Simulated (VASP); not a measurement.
Input of a VASP 6.6.1 run:

The input INCAR:

```
SYSTEM = Yb3InC
ALGO     = Normal         ! electronic algorithm
EDIFF    = 1E-6           ! SCF threshold, eV
ENCUT    = 520            ! plane-wave cutoff, eV
GGA      = PE             ! functional
ISIF     = 2              ! what is computed and relaxed
ISMEAR   = -1             ! smearing method
LASPH    = .TRUE.         ! aspherical terms in the spheres
LCHARG   = .FALSE.        ! write CHGCAR
LREAL    = .FALSE.        ! projectors in reciprocal space
LWAVE    = .FALSE.        ! write WAVECAR
NBANDS   = 52             ! bands
NELM     = 80             ! most SCF steps
PREC     = Accurate       ! precision mode
SIGMA    = 0.15           ! smearing width, eV
```

Contents of KPOINTS:

```
k-points
0
G
  2 2 2
  0 0 0
```

Contents of POSCAR:

```
Yb3InC
1.0
    5.0632500000      0.0000000000      0.0000000000
    0.0000000000      5.0632500000      0.0000000000
    0.0000000000      0.0000000000      5.0632500000
Yb In C
3 1 1
Direct
    0.5000000000      0.0000000000      0.5000000000
    0.5000000000      0.5000000000      0.0000000000
    0.0000000000      0.5000000000      0.5000000000
    0.0000000000      0.0000000000      0.0000000000
    0.5000000000      0.5000000000      0.5000000000
```

Potentials or basis: VASP PAW PBE potentials, release 64 (Yb, In_d, C).

Launch:

```sh
$ cat potpaw_PBE.64/Yb/POTCAR potpaw_PBE.64/In_d/POTCAR potpaw_PBE.64/C/POTCAR > POTCAR
$ mpirun -np 1 vasp_std > vasp.out
```

Question: Estimate the pressure.

Answer: -3.9 GPa.

Question: Predict the band gap on the k mesh.

Answer: Zero (an odd number of electrons rules out a gap without spin polarisation).

Caveat: the k points lie up to 0.62 Å⁻¹ apart, too coarse for converged energies and pressures of a metal; spin-orbit coupling is left out, which moves the levels of the heavy elements. Spin polarisation is off, so any magnetic state and its effect on volume and gap are missing.
